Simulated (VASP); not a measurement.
# GaAs (F-43m) in VASP: further runs

GaAs is run at these levels: PBEsol, PBE; tasks: relaxation of cell and atoms, single point.

Everything below comes from runs of VASP 6.6.1. Logs are shortened: lines on timing, memory, paths and dates and some standing lists are left out, and cuts for length are marked.

## 1. The cell of the first run

The structure is cubic, space group F-43m (No. 216). Conventional cell: a = 5.654 Å, b = 5.654 Å, c = 5.654 Å, α = 90.00°, β = 90.00°, γ = 90.00°. As (site symmetry -43m) has 4 Ga at 2.45 Å within 3.2 Å. Within 3.2 Å of Ga (site symmetry -43m) lie 4 As at 2.45 Å.

## 2. Relaxation of cell and atoms, PBEsol

INCAR

```
SYSTEM = GaAs
ALGO = Normal ; EDIFF = 1E-7
EDIFFG = -0.01 ; ENCUT = 600
GGA = PS ; IBRION = 2
ISIF = 3 ; ISMEAR = -1
LASPH = .TRUE. ; LCHARG = .FALSE.
LREAL = .FALSE. ; LWAVE = .FALSE.
NELM = 100 ; NSW = 60
PREC = Accurate ; SIGMA = 0.05
```

KPOINTS

```
k-points
0
G
  8 8 8
  0 0 0
```

POSCAR

```
GaAs
1.0
    0.0000000000      2.8268500000      2.8268500000
    2.8268500000      0.0000000000      2.8268500000
    2.8268500000      2.8268500000      0.0000000000
As Ga
1 1
Direct
    0.7500000000      0.7500000000      0.7500000000
    0.0000000000      0.0000000000      0.0000000000
```

Potentials or basis: VASP PAW PBE potentials, release 64 (As, Ga_d).

Run with:

```console
$ cat potpaw_PBE.64/As/POTCAR potpaw_PBE.64/Ga_d/POTCAR > POTCAR
$ mpirun -np 1 vasp_std > vasp.out
```

OUTCAR:

```text
SYSTEM = GaAs
   EDIFF = 1E-7
   EDIFFG = -0.01
   ENCUT = 600
   GGA = PS
   IBRION = 2
   ISIF = 3
   ISMEAR = -1
   LASPH = .TRUE.
   LREAL = .FALSE.
   NELM = 100
   NSW = 60
   PREC = Accurate

 ion  position               nearest neighbor table
   1  0.750  0.750  0.750-   2 2.45   2 2.45   2 2.45   2 2.45
   2  0.000  0.000  0.000-   1 2.45   1 2.45   1 2.45   1 2.45

  LATTYP: Found a face centered cubic cell.
 ALAT       =     5.6537000000

  Lattice vectors:

 A1 = (   0.0000000000,   2.8268500000,   2.8268500000)
 A2 = (   2.8268500000,   0.0000000000,   2.8268500000)
 A3 = (   2.8268500000,   2.8268500000,   0.0000000000)

Analysis of symmetry for initial positions (statically):
=====================================================================
 Subroutine PRICEL returns:
 Original cell was already a primitive cell.

 Routine SETGRP: Setting up the symmetry group for a
 face centered cubic supercell.

 Subroutine GETGRP returns: Found 24 space group operations
 (whereof 24 operations were pure point group operations)
 out of a pool of 48 trial point group operations.

The static configuration has the point symmetry T_d .

Analysis of symmetry for dynamics (positions and initial velocities):
=====================================================================
 Subroutine PRICEL returns:
 Original cell was already a primitive cell.

 Routine SETGRP: Setting up the symmetry group for a
 face centered cubic supercell.

 Subroutine GETGRP returns: Found 24 space group operations
 (whereof 24 operations were pure point group operations)
 out of a pool of 48 trial point group operations.

The dynamic configuration has the point symmetry T_d .

 Subroutine INISYM returns: Found 24 space group operations
 (whereof 24 operations are pure point group operations),
 and found     1 'primitive' translations

----------------------------------------------------------------------------------------

                                     Primitive cell

  volume of cell :      45.1792

  direct lattice vectors                    reciprocal lattice vectors
     0.000000000  2.826850000  2.826850000    -0.176875321  0.176875321  0.176875321
     2.826850000  0.000000000  2.826850000     0.176875321 -0.176875321  0.176875321
     2.826850000  2.826850000  0.000000000     0.176875321  0.176875321 -0.176875321

  length of vectors
     3.997769609  3.997769609  3.997769609     0.306357042  0.306357042  0.306357042

  position of ions in fractional coordinates (direct lattice)
     0.750000000  0.750000000  0.750000000
     0.000000000  0.000000000  0.000000000

  ion indices of the primitive-cell ions
   primitive index   ion index
                 1           1
                 2           2

----------------------------------------------------------------------------------------

 KPOINTS: k-points

Automatic generation of k-mesh.
 Grid dimensions read from file:
 generate k-points for:    8    8    8

 Generating k-lattice:

  Cartesian coordinates                     Fractional coordinates (reciprocal lattice)
    -0.022109415  0.022109415  0.022109415     0.125000000  0.000000000  0.000000000
     0.022109415 -0.022109415  0.022109415     0.000000000  0.125000000  0.000000000
     0.022109415  0.022109415 -0.022109415     0.000000000  0.000000000  0.125000000

  Length of vectors
     0.038294630  0.038294630  0.038294630

  Shift w.r.t. Gamma in fractional coordinates (k-lattice)
     0.000000000  0.000000000  0.000000000

 Subroutine IBZKPT returns following result:
 ===========================================

 Found     29 irreducible k-points:

 Following reciprocal coordinates:
            Coordinates               Weight
  0.000000  0.000000  0.000000      1.000000
  0.125000  0.000000  0.000000      8.000000
  0.250000  0.000000  0.000000      8.000000
  0.375000  0.000000  0.000000      8.000000
  0.500000  0.000000  0.000000      4.000000
  0.125000  0.125000  0.000000      6.000000
[... 16 lines left out ...]
  0.500000  0.250000  0.125000     48.000000
 -0.375000  0.250000  0.125000     24.000000
 [... further k-points ...]
   k-points           NKPTS =     29   k-points in BZ     NKDIM =     29   number of bands    NBANDS=     13
   number of dos      NEDOS =    301   number of ions     NIONS =      2
   total plane-waves  NPLWV =  32768
   dimension x,y,z NGX =    32 NGY =   32 NGZ =   32
   dimension x,y,z NGXF=    64 NGYF=   64 NGZF=   64
   ions per type =               1   1
   NGX,Y,Z   is equivalent  to a cutoff of  13.31, 13.31, 13.31 a.u.
   NGXF,Y,Z  is equivalent  to a cutoff of  26.61, 26.61, 26.61 a.u.
 SYSTEM =  GaAs
   PREC   = accura    normal or accurate (medium, high low for compatibility)
   ISTART =      0    job   : 0-new  1-cont  2-samecut
   ICHARG =      2    charge: 1-file 2-atom 10-const
   ISPIN  =      1    spin polarized calculation?
   LNONCOLLINEAR =      F non collinear calculations
   LSORBIT =      F    spin-orbit coupling
   LASPH  =      T    aspherical Exc in radial PAW
   ENCUT  =  600.0 eV  44.10 Ry    6.64 a.u.   7.98  7.98  7.98*2*pi/ulx,y,z
   NELM   =    100;   NELMIN=  2; NELMDL= -5     # of ELM steps
   EDIFF  = 0.1E-06   stopping-criterion for ELM
   LREAL  =      F    real-space projection
   EDIFFG = -.1E-01   stopping-criterion for IOM
   NSW    =     60    number of steps for IOM
   IBRION =      2    ionic relax: 0-MD 1-quasi-New 2-CG
   NFREE  =      1    steps in history (QN), initial steepest desc. (CG)
   ISIF   =      3    stress and relaxation
   ISYM   =      2    0-nonsym 1-usesym 2-fastsym
   POTIM  = 0.5000    time-step for ionic-motion
   TEBEG  =    0.0;   TEEND  =   0.0 temperature during run
   PSTRESS=    0.0 pullay stress
   NELECT =      18.0000    total number of electrons
   NUPDOWN=      -1.0000    fix difference up-down
   EMIN   =  10.00;   EMAX   =-10.00  energy-range for DOS
   EFERMI =   0.00;   METHOD = LEGACY
   ISMEAR =    -1;   SIGMA  =   0.05  broadening in eV -4-tet -1-fermi 0-gaus
   EFERMI_NEDOS =   21; number of points for ismear=-14 and -15
   IALGO  =     38    algorithm
   IMIX   =      4    mixing-type and parameters
     AMIX     =   0.40;   BMIX     =  1.00
     AMIX_MAG =   1.60;   BMIX_MAG =  1.00
  volume/ion in A,a.u.               =      22.59       152.44
  Fermi-wavevector in a.u.,A,eV,Ry     =   1.204628  2.276417 19.743799  1.451128
  Thomas-Fermi vector in A             =   2.340347
   LORBIT       =      0    0 simple, 1 ext, 2 COOP (PROOUT), +10 PAW based schemes
   GGA     = PS    functional components
   LHFCALC =     F    Hartree Fock is set to
   AEXX    =    0.0000 exact exchange contribution
   IVDW    =     0    specifies the selected vdW correction
   LEPSILON=     F    determine dielectric tensor
   LRPA    =     F    only Hartree local field effects (RPA)
 conjugate gradient relaxation of ions
 non-spin polarized calculation
  energy-cutoff  :      600.00
  volume of cell :       45.18
 maximum number of plane-waves:      1540
   NGX = 15   NGY = 15   NGZ = 15

--------------------------------------- Ionic step        1  -------------------------------------------

 number of electron      18.0000011 magnetization

 Free energy of the ion-electron system (eV)
  ---------------------------------------------------
  ext. energy  EPLUGINS =         0.00000000
  ---------------------------------------------------
  free energy    TOTEN  =        -9.08716607 eV

  energy without entropy =       -9.08712472  energy(sigma->0) =       -9.08714540

------------------------ aborting loop because EDIFF is reached ----------------------------------------

  FORCE on cell =-STRESS in cart. coord.  units (eV):
  Direction    XX          YY          ZZ          XY          YZ          ZX
  --------------------------------------------------------------------------------------
  -------------------------------------------------------------------------------------
  Total        0.0875794      0.0875794      0.0875794      0.0000000     -0.0000000     -0.0000000
  in kB        3.1058072      3.1058072      3.1058072      0.0000000     -0.0000000     -0.0000000
  external PRESSURE =       3.1058072 kB  Pullay stress =       0.0000000 kB

 VOLUME and BASIS-vectors are now :
 -----------------------------------------------------------------------------
  energy-cutoff  :      600.00
  volume of cell :       45.18
      direct lattice vectors                 reciprocal lattice vectors
     0.000000000  2.826850000  2.826850000    -0.176875321  0.176875321  0.176875321
     2.826850000  0.000000000  2.826850000     0.176875321 -0.176875321  0.176875321
     2.826850000  2.826850000  0.000000000     0.176875321  0.176875321 -0.176875321
[... 37 lines left out ...]
 POSITION                                       TOTAL-FORCE (eV/Angst)
 -----------------------------------------------------------------------------------
      4.24923      4.24923      4.24923         0.000000     -0.000000      0.000000
      2.83282      2.83282      5.66564        -0.000000      0.000000     -0.000000
 -----------------------------------------------------------------------------------
    total drift:                               -0.000001     -0.000001     -0.000001

  FREE ENERGIE OF THE ION-ELECTRON SYSTEM (eV)
  ---------------------------------------------------
  free  energy   TOTEN  =        -9.0873498135 eV

  energy  without entropy=       -9.0872892901  energy(sigma->0) =       -9.08731955

--------------------------------------- Ionic step        3  -------------------------------------------

 number of electron      18.0000010 magnetization

 Free energy of the ion-electron system (eV)
  ---------------------------------------------------
  ext. energy  EPLUGINS =         0.00000000
  ---------------------------------------------------
  free energy    TOTEN  =        -9.08737779 eV

  energy without entropy =       -9.08732277  energy(sigma->0) =       -9.08735028

 E-fermi :   4.0010     XC(G=0):  -9.7509

 val. band max:        3.7615101502   @ k =   0.0000   0.0000   0.0000
 cond. band min:       4.1815398869   @ k =   0.0000   0.0000   0.0000
 fundamental gap:      0.4200297367
 Fermi energy:         4.0009564146

 k-point     1 :       0.0000    0.0000    0.0000
  band No.  band energies     occupation
      1     -11.0071      2.00000
      2     -11.0071      2.00000
      3     -11.0071      2.00000
      4     -10.9283      2.00000
      5     -10.9283      2.00000
      6      -8.9569      2.00000
      7       3.7615      1.98349
      8       3.7615      1.98349
      9       3.7615      1.98349
     10       4.1815      0.05259
     11       7.4495      0.00000
     12       7.4495      0.00000
     13       7.4495      0.00000

 k-point     2 :       0.1250    0.0000    0.0000
  band No.  band energies     occupation
      1     -11.0207      2.00000
      2     -11.0036      2.00000
      3     -11.0036      2.00000
      4     -10.9284      2.00000
      5     -10.9284      2.00000
      6      -8.7745      2.00000
      7       1.7709      2.00000
      8       3.5247      1.99985
      9       3.5247      1.99985
     10       5.2828      0.00000
     11       7.7973      0.00000
[... 339 lines left out ...]
 k-point    24 :      -0.3750    0.2500    0.1250
  band No.  band energies     occupation
      1     -11.0952      2.00000
      2     -10.9825      2.00000
      3     -10.9749      2.00000
      4     -10.9327      2.00000
      5     -10.9248      2.00000
      6      -6.8517      2.00000
      7      -2.7383      2.00000
      8       0.5156      2.00000
      9       1.8173      2.00000
     10       6.7237      0.00000
     11       7.8381      0.00000
     12      10.0456      0.00000
     13      11.3561      0.00000

 [... further k-points ...]

------------------------ aborting loop because EDIFF is reached ----------------------------------------

  FORCE on cell =-STRESS in cart. coord.  units (eV):
  Direction    XX          YY          ZZ          XY          YZ          ZX
  --------------------------------------------------------------------------------------
  -------------------------------------------------------------------------------------
  Total        0.0020924      0.0020924      0.0020924      0.0000000      0.0000000      0.0000000
  in kB        0.0738522      0.0738522      0.0738522      0.0000000      0.0000000      0.0000000
  external PRESSURE =       0.0738522 kB  Pullay stress =       0.0000000 kB

 VOLUME and BASIS-vectors are now :
 -----------------------------------------------------------------------------
  energy-cutoff  :      600.00
  volume of cell :       45.39
      direct lattice vectors                 reciprocal lattice vectors
     0.000000000  2.831318181  2.831318181    -0.176596189  0.176596189  0.176596189
     2.831318181  0.000000000  2.831318181     0.176596189 -0.176596189  0.176596189
     2.831318181  2.831318181  0.000000000     0.176596189  0.176596189 -0.176596189

 POSITION                                       TOTAL-FORCE (eV/Angst)
 -----------------------------------------------------------------------------------
      4.24698      4.24698      4.24698        -0.000000     -0.000000     -0.000000
      0.00000      0.00000      0.00000         0.000000      0.000000      0.000000
 -----------------------------------------------------------------------------------
    total drift:                               -0.000001     -0.000001     -0.000001

  FREE ENERGIE OF THE ION-ELECTRON SYSTEM (eV)
  ---------------------------------------------------
  free  energy   TOTEN  =        -9.0873777918 eV

  energy  without entropy=       -9.0873227674  energy(sigma->0) =       -9.08735028

 reached required accuracy - stopping structural energy minimisation
```

It took 32 s on 1 thread of Intel Xeon Platinum 8488C (Sapphire Rapids), shared host; peak memory 0.2 GiB.

What came out:

```
Free energy                            : -9.0874 eV
Relaxed volume                         : 22.70 Å³/atom
Relaxed cell                           : a = 4.004 Å, b = 4.004 Å, c = 4.004 Å, α = 60.00°, β = 60.00°, γ = 60.00°
Space group after relaxing (to 0.05 Å) : F-43m (No. 216)
Energy gained by relaxing              : 0.1 meV/atom
Ionic steps                            : 3
Pressure after relaxing                : 0.0 GPa
Band gap on the k mesh                 : 0.42 eV, direct
```

Step by step:
| step | energy change (eV) | largest force (eV/Å) | pressure (GPa) | volume (Å³) |
| --- | --- | --- | --- | --- |
| 1 | 0.0000 | 0.0000 | 0.31 | 45.18 |
| 2 | -0.0002 | 0.0000 | -0.10 | 45.47 |
| 3 | -0.0002 | 0.0000 | 0.01 | 45.39 |

Final structure:
```
As Ga
1.0
     0.00000    2.83132    2.83132
     2.83132    0.00000    2.83132
     2.83132    2.83132    0.00000
As Ga
1 1
Direct
  0.75000 0.75000 0.75000
  0.00000 0.00000 0.00000
```

Caveat: the PAW data sets were made with another functional, which shifts forces and pressure a little.

## 3. Single point, PBE

This run uses another cell than the first one, of 21.69 Å³/atom, 0.960 times its volume.

INCAR

```
PREC = Accurate
ENCUT = 520
EDIFF = 1E-6
ISMEAR = -1
SIGMA = 0.05
LREAL = False
LASPH = True
NELM = 80
ALGO = Normal
ISIF = 2
LWAVE = False
LCHARG = False
GGA = PE
NBANDS = 16
```

KPOINTS

```
regular mesh
0
Gamma
  8 8 8
```

POSCAR

```
GaAs
1.0
    0.0000000000      2.7886446409      2.7886446409
    2.7886446409      0.0000000000      2.7886446409
    2.7886446409      2.7886446409      0.0000000000
As Ga
1 1
Direct
    0.7500000000      0.7500000000      0.7500000000
    0.0000000000      0.0000000000      0.0000000000
```

Potentials or basis: VASP PAW PBE potentials, release 64 (As, Ga_d).

Run with:

```console
$ cat potpaw_PBE.64/As/POTCAR potpaw_PBE.64/Ga_d/POTCAR > POTCAR
$ mpirun -np 1 vasp_std > vasp.out
```

OUTCAR:

```text
PREC = Accurate
   ENCUT = 520
   EDIFF = 1E-6
   ISMEAR = -1
   LREAL = False
   LASPH = True
   NELM = 80
   ISIF = 2
   GGA = PE

 ion  position               nearest neighbor table
   1  0.750  0.750  0.750-   2 2.42   2 2.42   2 2.42   2 2.42
   2  0.000  0.000  0.000-   1 2.42   1 2.42   1 2.42   1 2.42

  LATTYP: Found a face centered cubic cell.
 ALAT       =     5.5772892818

  Lattice vectors:

 A1 = (   0.0000000000,   2.7886446409,   2.7886446409)
 A2 = (   2.7886446409,   0.0000000000,   2.7886446409)
 A3 = (   2.7886446409,   2.7886446409,   0.0000000000)

Analysis of symmetry for initial positions (statically):
=====================================================================
 Subroutine PRICEL returns:
 Original cell was already a primitive cell.

 Routine SETGRP: Setting up the symmetry group for a
 face centered cubic supercell.

 Subroutine GETGRP returns: Found 24 space group operations
 (whereof 24 operations were pure point group operations)
 out of a pool of 48 trial point group operations.

The static configuration has the point symmetry T_d .

[... 158 lines left out ...]
  energy without entropy =       -8.18941267  energy(sigma->0) =       -8.18941348

 E-fermi :   4.7700     XC(G=0):  -9.7725

 val. band max:        4.3255223719   @ k =   0.0000   0.0000   0.0000
 cond. band min:       5.1581179980   @ k =   0.0000   0.0000   0.0000
 fundamental gap:      0.8325956260
 Fermi energy:         4.7699945064

 k-point     1 :       0.0000    0.0000    0.0000
  band No.  band energies     occupation
      1     -10.5628      2.00000
      2     -10.5628      2.00000
      3     -10.5628      2.00000
      4     -10.4731      2.00000
      5     -10.4731      2.00000
      6      -8.7020      2.00000
[... 433 lines left out ...]
      3     -10.5258      2.00000
      4     -10.4783      2.00000
      5     -10.4692      2.00000
      6      -6.4405      2.00000
[... 8 lines left out ...]
     15      16.0751      0.00000
     16      16.7044      0.00000

 [... further k-points ...]

------------------------ aborting loop because EDIFF is reached ----------------------------------------

  FORCE on cell =-STRESS in cart. coord.  units (eV):
  Direction    XX          YY          ZZ          XY          YZ          ZX
  --------------------------------------------------------------------------------------
  -------------------------------------------------------------------------------------
  Total        1.8606142      1.8606142      1.8606142      0.0000000     -0.0000000      0.0000000
  in kB       68.7317482     68.7317482     68.7317482      0.0000000     -0.0000000      0.0000000
  external PRESSURE =      68.7317482 kB  Pullay stress =       0.0000000 kB

 VOLUME and BASIS-vectors are now :
 -----------------------------------------------------------------------------
  energy-cutoff  :      520.00
  volume of cell :       43.37
      direct lattice vectors                 reciprocal lattice vectors
     0.000000000  2.788644641  2.788644641    -0.179298571  0.179298571  0.179298571
     2.788644641  0.000000000  2.788644641     0.179298571 -0.179298571  0.179298571
     2.788644641  2.788644641  0.000000000     0.179298571  0.179298571 -0.179298571

 POSITION                                       TOTAL-FORCE (eV/Angst)
 -----------------------------------------------------------------------------------
      4.18297      4.18297      4.18297        -0.000000     -0.000000     -0.000000
      0.00000      0.00000      0.00000         0.000000      0.000000      0.000000
 -----------------------------------------------------------------------------------
    total drift:                               -0.000001     -0.000001     -0.000001

  FREE ENERGIE OF THE ION-ELECTRON SYSTEM (eV)
  ---------------------------------------------------
  free  energy   TOTEN  =        -8.1894142766 eV

  energy  without entropy=       -8.1894126745  energy(sigma->0) =       -8.18941348
```

It took 18 s on 1 thread of Intel Xeon Platinum 8488C (Sapphire Rapids), shared host; peak memory 0.17 GiB.

Results:

```
Free energy            : -8.1894 eV
Pressure               : 6.9 GPa
Band gap on the k mesh : 0.83 eV, direct
```

Levels at points of the mesh, in eV from the valence-band top:
| k point | band 5 | band 6 | band 7 | band 8 | band 9 | band 10 | band 11 | band 12 | band 13 | band 14 |
| --- | --- | --- | --- | --- | --- | --- | --- | --- | --- | --- |
| (0.00, 0.00, 0.00) | -14.80 | -13.03 | 0.00 | 0.00 | 0.00 | 0.83 | 3.74 | 3.74 | 3.74 | 7.71 |
| (0.50, 0.00, 0.00) | -14.79 | -11.13 | -6.87 | -1.21 | -1.21 | 1.12 | 4.64 | 4.64 | 7.79 | 10.71 |
| (0.50, 0.50, 0.00) | -14.78 | -10.34 | -7.02 | -2.83 | -2.83 | 1.38 | 1.63 | 10.49 | 10.49 | 11.36 |
